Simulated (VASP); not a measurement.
Write the native input for VASP 6.6.1 that does the following.

```yaml
Task: relaxation of cell and atoms
Functional: PBE
Potentials_or_basis: VASP PAW PBE potentials, release 64 (Hf_pv, Sn_d, Se)
Cutoff: 600 eV
k_mesh: 4 × 4 × 4
Occupations: gaussian, width 0.1 eV
Spin: no spin polarisation
Dipole_correction: no
Further_INCAR_settings: ALGO = Normal; EDIFF = 1e-07; IBRION = 2; EDIFFG = -0.04; NSW = 90; ISIF = 3
```

The structure of HfSnSe4 lies in POSCAR:

```
HfSnSe4
1.0
    4.5779605400      0.0000000000      0.0000000000
    0.0000000000      4.5779605400      0.0000000000
    0.0000000000      0.0000000000      6.5703950900
Hf Sn Se
1 1 4
Direct
    0.0000000000      0.0000000000      0.0000000000
    0.5000000000      0.5000000000      0.5000000000
    0.5000000000      0.0000000000      0.7338745000
    0.0000000000      0.5000000000      0.2661255000
    0.5000000000      0.0000000000      0.2661255000
    0.0000000000      0.5000000000      0.7338745000
```

One way to write it, as run:

INCAR

```
SYSTEM = HfSnSe4
  PREC = Accurate
  ENCUT = 600
  EDIFF = 1E-7
  ISMEAR = 0
  SIGMA = 0.1
  LREAL = .FALSE.
  LASPH = .TRUE.
  NELM = 60
  ALGO = Normal
  ISIF = 3
  LWAVE = .FALSE.
  LCHARG = .FALSE.
  GGA = PE
  IBRION = 2
  NSW = 90
  EDIFFG = -0.04
```

KPOINTS

```
regular mesh
0
G
  4 4 4
  0 0 0
```

Potentials or basis: VASP PAW PBE potentials, release 64 (Hf_pv, Sn_d, Se).

Launch:

```sh
$ cat potpaw_PBE.64/Hf_pv/POTCAR potpaw_PBE.64/Sn_d/POTCAR potpaw_PBE.64/Se/POTCAR > POTCAR
$ mpirun -np 1 vasp_std > vasp.out
```

Results of the run:

```
Relaxed volume                         : 25.06 Å³/atom
Relaxed cell                           : a = 4.722 Å, b = 4.722 Å, c = 6.744 Å, α = 90.00°, β = 90.00°, γ = 90.00°
Space group after relaxing (to 0.05 Å) : P4/mmm (No. 123)
Energy gained by relaxing              : 198.5 meV/atom
Ionic steps                            : 8
Pressure after relaxing                : 0.0 GPa
Largest force after relaxing           : 0.005 eV/Å
Band gap on the k mesh                 : zero (band 24 reaches 5.07 eV, above the bottom of band 25 at 4.16 eV)
```

Caveat: spin-orbit coupling is left out, which moves the levels of the heavy elements.

Wall time 14 min on 1 thread of Intel Xeon 6975P-C, with other jobs on the host, peak memory 0.36 GiB.
